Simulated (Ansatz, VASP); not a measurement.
## One calculation of Re2Os, two programs

```
CELL_PARAMETERS angstrom
4.36444 0.00000 0.00000
-2.18222 3.77972 0.00000
0.00000 0.00000 2.73350
ATOMIC_POSITIONS crystal
Re 0.33333 0.66667 0.50000
Re 0.66667 0.33333 0.50000
Os 0.00000 0.00000 0.00000
```

Alike in both runs: functional PBE; k mesh 6 × 6 × 4; occupations gaussian, width 0.1 eV; no spin polarisation.

Ansatz relaxed the structure, and its values are those at the end. VASP's run is a single point on that final structure, the one shown.

|  | VASP | Ansatz |
| --- | --- | --- |
| version | VASP 6.6.1 | Ansatz 0.2.0 |
| potentials or method | VASP PAW PBE potentials, release 64 (Re, Os), cutoff 520 eV | scalar-relativistic, plane waves, PAW |
| valence electrons in the cell | 22 | 46 |

|  | VASP | Ansatz | Ansatz less VASP |
| --- | --- | --- | --- |
| gap on the k mesh at the Fermi level (eV) | none | none | - |
| pressure (GPa) | -0.7 | 0.0 | +0.65 |

A gap of «none» marks a metal or a gap that the smearing closes. VASP's potentials hold 22 valence electrons a cell and Ansatz's 46, so a difference there can come from the potentials and not from the codes.

The k mesh is coarse, so the values compare programs but aren't converged. Spin-orbit coupling is off throughout.
